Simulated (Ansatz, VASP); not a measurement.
# One calculation of GaPbI3, two programs

```xyz
5
Lattice="6.2998 0.0000 0.0000 0.0000 6.2998 0.0000 0.0000 0.0000 6.2998" Properties=species:S:1:pos:R:3 pbc="T T T"
Ga    0.0000    0.0000    0.0000
Pb    3.1499    3.1499    3.1499
I     0.0000    3.1499    3.1499
I     3.1499    0.0000    3.1499
I     3.1499    3.1499    0.0000
```

Alike in both runs: functional PBE; k mesh 4 × 4 × 4; occupations gaussian, width 0.1 eV; no spin polarisation.

Ansatz relaxed the structure, and its values are those at the end. VASP's run is a single point on that final structure, the one shown.

|  | VASP | Ansatz |
| --- | --- | --- |
| version | VASP 6.6.1 | Ansatz 0.2.0 |
| potentials or method | VASP PAW PBE potentials, release 64 (Ga_d, Pb_d, I), cutoff 520 eV | scalar-relativistic, plane waves, PAW |
| valence electrons in the cell | 48 | 78 |

```csv
,VASP,Ansatz,Ansatz less VASP
gap on the k mesh at the Fermi level (eV),1.22,1.22,+0.001
least direct gap on the mesh (eV),1.36,1.36,-0.001
pressure (GPa),0.2,0.2,+0.01
```

The functional is the same, so the differences come from potentials, cutoffs and numerics. VASP's potentials hold 48 valence electrons a cell and Ansatz's 78, so a difference there can come from the potentials and not from the codes.

Neither program's run includes spin-orbit coupling.
